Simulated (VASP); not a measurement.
Write the native input for VASP 6.6.1 that does the following.

| Quantity | Value |
| --- | --- |
| Task | relaxation of cell and atoms |
| Functional | r2SCAN |
| Potentials or basis | VASP PAW PBE potentials, release 64 (Cs_sv, Cl) |
| Cutoff | 550 eV |
| k mesh | 6 × 6 × 6 |
| Occupations | gaussian, width 0.02 eV |
| Spin | no spin polarisation |
| Dipole correction | no |
| Further INCAR settings | ALGO = Normal; EDIFF = 1e-07; IBRION = 2; EDIFFG = -0.005; NSW = 100; ISIF = 3 |

Crystal: CsCl.

```
Cs Cl
1.0
     4.12300    0.00000    0.00000
     0.00000    4.12300    0.00000
     0.00000    0.00000    4.12300
Cs Cl
1 1
Direct
  0.00000 0.00000 0.00000
  0.50000 0.50000 0.50000
```

One way to write it, as run:

POSCAR

```
CsCl
1.0
    4.1230000000      0.0000000000      0.0000000000
    0.0000000000      4.1230000000      0.0000000000
    0.0000000000      0.0000000000      4.1230000000
Cs Cl
1 1
Direct
    0.0000000000      0.0000000000      0.0000000000
    0.5000000000      0.5000000000      0.5000000000
```

INCAR.step1

```
ALGO = Normal ; EDIFF = 1E-5
EDIFFG = -0.005 ; ENCUT = 550
GGA = PE ; GGA_COMPAT = F
IBRION = 2 ; ISIF = 3
ISMEAR = 0 ; LASPH = T
LCHARG = F ; LREAL = F
LWAVE = T ; NELM = 120
NELMIN = 4 ; NSW = 100
PREC = Accurate ; SIGMA = 0.02
```

INCAR.step2

```
ALGO = Normal ; EDIFF = 1E-7
EDIFFG = -0.005 ; ENCUT = 550
GGA_COMPAT = F ; IBRION = 2
ISIF = 3 ; ISMEAR = 0
ISTART = 1 ; LASPH = T
LCHARG = F ; LMIXTAU = T
LREAL = F ; LWAVE = F
METAGGA = R2SCAN ; NELM = 120
NELMIN = 4 ; NSW = 100
PREC = Accurate ; SIGMA = 0.02
```

KPOINTS

```
k-points
0
Gamma
  6 6 6
```

Potentials or basis: VASP PAW PBE potentials, release 64 (Cs_sv, Cl).

Command:

```bash
$ cat potpaw_PBE.64/Cs_sv/POTCAR potpaw_PBE.64/Cl/POTCAR > POTCAR
$ cp INCAR.step1 INCAR
$ mpirun -np 1 vasp_std > vasp.out
$ cp INCAR.step2 INCAR
$ mpirun -np 1 vasp_std > vasp.out
```

It gave:

| Item | Value |
| --- | --- |
| Relaxed volume | 35.56 Å³/atom |
| Relaxed cell | a = 4.143 Å, b = 4.143 Å, c = 4.143 Å, α = 90.00°, β = 90.00°, γ = 90.00° |
| Space group after relaxing (to 0.1 Å) | Pm-3m (No. 221) |
| Energy gained by relaxing | 0.4 meV/atom |
| Ionic steps | 3 |
| Pressure after relaxing | 0.0 GPa |
| Band gap on the k mesh | 5.91 eV |

Caveat: the PAW data sets were made with another functional, which shifts forces and pressure a little; spin-orbit coupling is left out, which moves the levels of the heavy elements.

It took 3.7 min on 1 thread of Intel Xeon 8259CL (shared host), peak memory 0.2 GiB.
